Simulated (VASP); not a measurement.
**AlN: single point with PBEsol**

AlN:

```xyz
2
Lattice="0.0000 2.1887 2.1887 2.1887 0.0000 2.1887 2.1887 2.1887 0.0000" Properties=species:S:1:pos:R:3 pbc="T T T"
Al    0.0395    0.0000    0.0099
N     3.2070    3.2830    3.2640
```

This cell differs from its parent crystal: atoms displaced along several vibrational modes.

```yaml
Program: VASP 6.6.1
Task: single point
Functional: PBEsol
Potentials_or_basis: VASP PAW PBE potentials, release 64 (Al, N)
Cutoff: 520 eV
k_mesh: 10 × 10 × 10
Occupations: gaussian, width 0.05 eV
Spin: no spin polarisation
Dipole_correction: no
Further_INCAR_settings: ALGO = Normal; EDIFF = 1e-06; NBANDS = 11
```

- Pressure: 1.8 GPa
- Largest force: 1.718 eV/Å
- Band gap on the k mesh: 2.88 eV (least direct gap 3.75 eV)

Forces on the atoms (eV/Å):
```
Al  -1.648  0.204 -0.441
N    1.648 -0.204  0.441
```

Stress tensor (GPa, compression positive):
```
 0.11 -2.12  0.96
-2.12  2.68 -8.16
 0.96 -8.16  2.51
```

Levels at points of the mesh, in eV from the valence-band top:
```
           k point  band 2  band 3  band 4  band 5  band 6  band 7
(0.00, 0.00, 0.00)   -0.62   -0.29    0.00    3.75   12.08   12.12
(0.50, 0.00, 0.00)   -6.11   -1.06   -0.63    6.93    9.43   10.57
(0.00, 0.50, 0.00)   -6.29   -0.80   -0.52    6.82    9.30   10.63
(0.00, 0.00, 0.50)   -6.25   -0.89   -0.52    6.84    9.33   10.58
(0.50, 0.50, 0.50)   -6.07   -1.07   -0.72    6.98    9.47   10.56
(0.50, 0.50, 0.00)   -5.23   -2.11   -2.01    2.88    8.07   13.40
(0.00, 0.50, 0.50)   -5.22   -2.30   -1.88    2.90    8.16   13.40
(0.50, 0.00, 0.50)   -5.23   -2.07   -2.05    2.88    8.06   13.40
```

It took 3.1 min on 1 thread of AMD EPYC 7R13 (shared host), peak memory 0.2 GiB.

Caveat: the cell differs from its parent crystal (atoms displaced along several vibrational modes); the PAW data sets were made with another functional, which shifts forces and pressure a little. A k mesh can miss the band edges.
